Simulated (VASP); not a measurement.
SnSe2, 3 atoms in the cell. The cell holds a slab with vacuum, 3 atoms: a = 3.795 Å, b = 3.795 Å, c = 12.341 Å, α = 90.00°, β = 90.00°, γ = 120.00°. The cell was generated, and may not be a known phase.

```yaml
Program: VASP 6.6.1
Task: single point
Functional: PBE
Potentials_or_basis: VASP PAW PBE potentials, release 64 (Sn_d, Se)
Cutoff: 520 eV
k_mesh: 15 × 15 × 4
Occupations: gaussian, width 0.1 eV
Spin: no spin polarisation
Dipole_correction: no
Further_INCAR_settings: ALGO = Normal; EDIFF = 1e-06; NBANDS = 20
```

Potentials or basis: VASP PAW PBE potentials, release 64 (Sn_d, Se).

Launch:

```sh
$ cat potpaw_PBE.64/Sn_d/POTCAR potpaw_PBE.64/Se/POTCAR > POTCAR
$ mpirun -np 1 vasp_std > vasp.out
```

Hardware: 1 thread of Intel(R) Xeon(R) Platinum 8488C (Sapphire Rapids) (shared host).

Q: Estimate the wall time of this run.

A: Run time: 3.9 min on 1 thread of Intel(R) Xeon(R) Platinum 8488C (Sapphire Rapids), with other jobs on the host, peak memory 0.41 GiB. Counts: scf iterations 16, k points 81.
